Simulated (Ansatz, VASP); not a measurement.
**CdS: VASP beside Ansatz**

The input INCAR:

```
SYSTEM = CdS
ALGO = Normal
EDIFF = 1E-6
ENCUT = 630
GGA = RE
GGA_COMPAT = .False.
ISIF = 2
ISMEAR = -1
LASPH = .True.
LCHARG = .False.
LREAL = .False.
LWAVE = .False.
NBANDS = 20
NELM = 120
PREC = Accurate
SIGMA = 0.05
```

The input KPOINTS:

```
k-points
0
Gamma
  7 7 5
  0 0 0
```

The input POSCAR:

```
CdS
1.0
    4.2611695877      0.0000000000      0.0000000000
   -2.1305847939      3.6902811128      0.0000000000
    0.0000000000      0.0000000000      5.8041729400
Cd S
1 1
Direct
    0.0000000000      0.0000000000      0.4426919200
    0.6666666667      0.3333333333      0.4343080800
```

File input.yaml:

```yaml
crystal:
  lattice:
    - [4.2611695877, 0.0, 0.0]
    - [-2.1305847939, 3.6902811128, 0.0]
    - [0.0, 0.0, 5.80417294]
  atoms:
    - { symbol: Cd, position: [0.0, 0.0, 0.44269192] }
    - { symbol: S, position: [0.6666666667, 0.3333333333, 0.43430808] }
hamiltonian:
  xc: revpbe
  pseudopotentials: { kind: paw }
kpoints:
  mp_grid: { grid: [7, 7, 5] }
  band_path:
    path:
      - [[0.0, 0.0, 0.0], [0.5, 0.0, 0.0], [0.3333333333, 0.3333333333, 0.0], [0.0, 0.0, 0.0], [0.0, 0.0, 0.5], [0.5, 0.0, 0.5], [0.3333333333, 0.3333333333, 0.5], [0.0, 0.0, 0.5]]
      - [[0.5, 0.0, 0.5], [0.5, 0.0, 0.0]]
      - [[0.3333333333, 0.3333333333, 0.0], [0.3333333333, 0.3333333333, 0.5]]
    npoints: 14
scf:
  occupations: { method: fermi_dirac, width: 0.05 }
  n_extra_bands: 6
output:
  forces: true
  stress: true
  eigenvalues: true
  fatbands: false
  write_density: true
  write_potential: true
  elf: true
  volumetric_format: npy
```

Alike in both runs: functional revPBE; k mesh 7 × 7 × 5; occupations fermi-dirac, width 0.05 eV; no spin polarisation.

|  | VASP | Ansatz |
| --- | --- | --- |
| version | VASP 6.6.1 | Ansatz 0.2.0 |
| potentials or method | VASP PAW PBE potentials, release 64 (Cd_sv_GW, S) | Ansatz PAW |
| plane-wave cutoff (eV) | 630 | 420 |
| valence electrons in the cell | 26 | 26 |
| task | single point | band structure |

VASP gave:

```
gap on the k mesh at the Fermi level (eV)                     : 1.58
least direct gap on the mesh (eV)                             : 1.58
pressure (GPa)                                                : 0.4
traceless stress, the component that is largest in VASP (GPa) : -0.39
```

Q: What did Ansatz give for the same quantities?

A: gap on the k mesh at the Fermi level (eV): 1.58; least direct gap on the mesh (eV): 1.59; pressure (GPa): 0.5; traceless stress, the component that is largest in VASP (GPa): -0.38.

VASP's potentials were made for PBE, not for revPBE.
